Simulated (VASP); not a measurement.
Set up this calculation in VASP 6.6.1, as the native input.

* Task: single point
* Functional: PBE
* Potentials or basis: VASP PAW PBE potentials, release 64 (K_sv, Y_sv, V_sv, C, N)
* Cutoff: 520 eV
* k mesh: 4 × 4 × 4
* Occupations: gaussian, width 0.1 eV
* Spin: collinear spin, ferromagnetic start
* Starting moments: [0.0, 0.0, 0.0, 2.0, 0.0, 0.0, 0.0, 0.0, 0.0, 0.0, 0.0, 0.0, 0.0, 0.0, 0.0, 0.0] μB
* Dipole correction: no
* Further INCAR settings: LREAL = Auto; ALGO = Normal; EDIFF = 1e-07; NBANDS = 66

The structure of K2YVC6N6 lies in POSCAR:

```
K2YVC6N6
1.0
    0.0000000000      5.2835000000      5.2835000000
    5.2835000000      0.0000000000      5.2835000000
    5.2835000000      5.2835000000      0.0000000000
K Y V C N
2 1 1 6 6
Direct
    0.2500000000      0.2500000000      0.2500000000
    0.7500000000      0.7500000000      0.7500000000
    0.0000000000      0.0000000000      0.0000000000
    0.5000000000      0.5000000000      0.5000000000
    0.8007002900      0.1992997100      0.1992997100
    0.1992997100      0.8007002900      0.1992997100
    0.1992997100      0.1992997100      0.8007002900
    0.1992997100      0.8007002900      0.8007002900
    0.8007002900      0.1992997100      0.8007002900
    0.8007002900      0.8007002900      0.1992997100
    0.6899782300      0.3100217700      0.3100217700
    0.3100217700      0.6899782300      0.3100217700
    0.3100217700      0.3100217700      0.6899782300
    0.3100217700      0.6899782300      0.6899782300
    0.6899782300      0.3100217700      0.6899782300
    0.6899782300      0.6899782300      0.3100217700
```

One way to write it, as run:

INCAR

```
SYSTEM = K2YVC6N6
ALGO = Normal
EDIFF = 1E-7
ENCUT = 520
GGA = PE
ISIF = 2
ISMEAR = 0
ISPIN = 2
LASPH = .TRUE.
LCHARG = .TRUE.
LELF = .TRUE.
LMAXMIX = 4
LORBIT = 11
LREAL = Auto
LVHAR = .TRUE.
LWAVE = .FALSE.
MAGMOM = 0 0 0 2 0 0 0 0 0 0 0 0 0 0 0 0
NBANDS = 66
NELM = 150
PREC = Accurate
SIGMA = 0.1
```

KPOINTS

```
k-points
0
G
  4 4 4
  0 0 0
```

Potentials or basis: VASP PAW PBE potentials, release 64 (K_sv, Y_sv, V_sv, C, N).

The run is started by

```sh
$ cat potpaw_PBE.64/K_sv/POTCAR potpaw_PBE.64/Y_sv/POTCAR potpaw_PBE.64/V_sv/POTCAR potpaw_PBE.64/C/POTCAR potpaw_PBE.64/N/POTCAR > POTCAR
$ mpirun -np 1 vasp_std > vasp.out
```

It gave:

The pressure is 14.5 GPa. The largest force is 2.926 eV/Å. The band gap on the k mesh is zero (filled and empty bands overlap). The net moment is 0.00 μB per cell. The valence electrons inside the program's atomic spheres are K 7.52; Y 11.71; V 11.56; C 2.66; N 3.91.

Caveat: the cell stands under pressure; the moments typed at the start vanished in this run; forces of over 1 eV/Å act on the atoms, so gaps and moduli don't describe the material at rest.

It took 31 min on 1 thread of Oxide Virtual Turin-like Processor, with other jobs on the host, peak memory 0.68 GiB.
